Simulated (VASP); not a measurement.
Wanted: the native input for a VASP 6.6.1 run.

- Task: single point
- Functional: PBE
- Potentials or basis: VASP PAW PBE potentials, release 64 (Cs_sv, Tl_d)
- Cutoff: 520 eV
- k mesh: 6 × 6 × 4
- Occupations: gaussian, width 0.1 eV
- Spin: no spin polarisation
- Dipole correction: no
- Further INCAR settings: ALGO = Normal; EDIFF = 1e-07; NBANDS = 18

The structure of CsTl lies in POSCAR:

```
CsTl
1.0
    3.9045510874      0.0000000000      0.0000000000
    0.0000000000      3.9045510874      0.0000000000
    0.0000000000      0.0000000000      5.1177508896
Cs Tl
1 1
Direct
    0.5000000000      0.5000000000      0.5000000000
    0.0000000000      0.0000000000      0.0000000000
```

The input as run:

INCAR

```
PREC = Accurate ; ENCUT = 520
EDIFF = 1E-7 ; ISMEAR = 0
SIGMA = 0.1 ; LREAL = False
LASPH = True ; NELM = 100
ALGO = Normal ; ISIF = 2
LWAVE = False ; LCHARG = False
GGA = PE ; NBANDS = 18
```

KPOINTS

```
Automatic mesh
0
Gamma
  6 6 4
```

Potentials or basis: VASP PAW PBE potentials, release 64 (Cs_sv, Tl_d).

Run with:

```bash
$ cat potpaw_PBE.64/Cs_sv/POTCAR potpaw_PBE.64/Tl_d/POTCAR > POTCAR
$ mpirun -np 1 vasp_std > vasp.out
```

It gave:

```json
{
  "Pressure": "3.1 GPa",
  "Band gap on the k mesh": "zero (bands 11 and 12 overlap by 2.24 eV)"
}
```

Caveat: the cell stands under pressure; spin-orbit coupling is left out, which moves the levels of the heavy elements.

It took 41 s on 1 thread of Oxide Virtual Turin-like Processor (shared host), peak memory 0.17 GiB.
